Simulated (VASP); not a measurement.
Set up this calculation in VASP 6.6.1, as the native input.

```yaml
Task: single point
Functional: PBEsol
Potentials_or_basis: VASP PAW PBE potentials, release 64 (Sn_d)
Cutoff: 520 eV
k_mesh: 14 × 14 × 14
Occupations: gaussian, width 0.1 eV
Spin: no spin polarisation
Dipole_correction: no
Further_INCAR_settings: ALGO = Fast; EDIFF = 1e-06; NBANDS = 21
```

The structure of Sn lies in POSCAR:

```
Sn
1.0
   -2.8805050907      2.8805050907      1.5709543935
    2.8805050907     -2.8805050907      1.5709543935
    2.8805050907      2.8805050907     -1.5709543935
Sn
2
Direct
    0.7500000000      0.2500000000      0.5000000000
    0.0000000000      0.0000000000      0.0000000000
```

One way to write it, as run:

INCAR

```
  PREC = Accurate
  ENCUT = 520
  EDIFF = 1E-6
  ISMEAR = 0
  SIGMA = 0.1
  LREAL = False
  LASPH = True
  NELM = 80
  ALGO = Fast
  ISIF = 2
  LWAVE = False
  LCHARG = True
  GGA = PS
  LELF = True
  LVHAR = True
  NBANDS = 21
```

KPOINTS

```
regular mesh
0
Gamma
  14 14 14
```

Potentials or basis: VASP PAW PBE potentials, release 64 (Sn_d).

The run is started by

```bash
$ cat potpaw_PBE.64/Sn_d/POTCAR > POTCAR
$ mpirun -np 1 vasp_std > vasp.out
```

It gave:

```yaml
Pressure: 1.8 GPa
Band_gap_on_the_k_mesh: zero (bands 14 and 15 overlap by 4.27 eV)
```

Caveat: the PAW data sets were made with another functional, which shifts forces and pressure a little; spin-orbit coupling is left out, which moves the levels of the heavy elements.

Run time: 2.9 min on 1 thread of Intel(R) Xeon(R) Platinum 8259CL CPU @ 2.50GHz (Skylake/Cascade Lake) (shared host), peak memory 0.33 GiB.
